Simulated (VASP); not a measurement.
Input of a VASP 6.6.1 run:

Contents of INCAR:

```
SYSTEM = AlRu
PREC = Accurate ; ENCUT = 520
EDIFF = 1E-7 ; ISMEAR = 0
SIGMA = 0.016 ; LREAL = .FALSE.
LASPH = .TRUE. ; NELM = 60
ALGO = Fast ; ISIF = 2
LWAVE = .FALSE. ; LCHARG = .FALSE.
GGA = PE ; NBANDS = 16
```

KPOINTS

```
Automatic mesh
0
G
  9 9 9
  0 0 0
```

Contents of POSCAR:

```
AlRu
1.0
    2.9916000000      0.0000000000      0.0000000000
    0.0000000000      2.9916000000      0.0000000000
    0.0000000000      0.0000000000      2.9916000000
Ru Al
1 1
Direct
    0.5000000000      0.5000000000      0.5000000000
    0.0000000000      0.0000000000      0.0000000000
```

Potentials or basis: VASP PAW PBE potentials, release 64 (Ru_pv, Al).

Command:

```sh
$ cat potpaw_PBE.64/Ru_pv/POTCAR potpaw_PBE.64/Al/POTCAR > POTCAR
$ mpirun -np 1 vasp_std > vasp.out
```

(1) What does it give for the pressure?

## Answers

(1) 2.5 GPa.
